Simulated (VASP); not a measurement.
The system is BiW3.

```
Bi W
1.0
     4.25468    0.00000    0.00000
     0.00000    4.25468    0.00000
     0.00000    0.00000    4.25468
Bi W
1 3
Direct
  0.00000 0.00000 0.00000
  0.00000 0.50000 0.50000
  0.50000 0.00000 0.50000
  0.50000 0.50000 0.00000
```

* Program: VASP 6.6.1
* Task: relaxation of cell and atoms
* Functional: PBE
* Potentials or basis: VASP PAW PBE potentials, release 64 (Bi_d, W_sv)
* Cutoff: 600 eV
* k mesh: 4 × 4 × 4
* Occupations: gaussian, width 0.1 eV
* Spin: no spin polarisation

At the start: pressure -11.4 GPa; volume 19.25 Å³/atom.

Where does the relaxation end?

Over 4 steps the energy falls by 44.5 meV/atom and the volume is 18.09 Å³/atom (-6.0 %); space group Pm-3m (No. 221, to 0.1 Å) before and after.

The path:
```tsv
step	energy change (eV)	largest force (eV/Å)	pressure (GPa)	volume (Å³)
1	0.0000	0.0000	-11.40	77.02
2	0.8886	0.0000	40.33	62.74
3	-0.1776	0.0000	-0.71	72.57
4	-0.1782	0.0000	-0.15	72.36
```

Final structure:
```
Bi W
1.0
     4.16714    0.00000    0.00000
     0.00000    4.16714    0.00000
     0.00000    0.00000    4.16714
Bi W
1 3
Direct
  0.00000 0.00000 0.00000
  0.00000 0.50000 0.50000
  0.50000 0.00000 0.50000
  0.50000 0.50000 0.00000
```

Caveat: the k points lie up to 0.38 Å⁻¹ apart in the final cell, too coarse for converged energies and pressures of a metal.
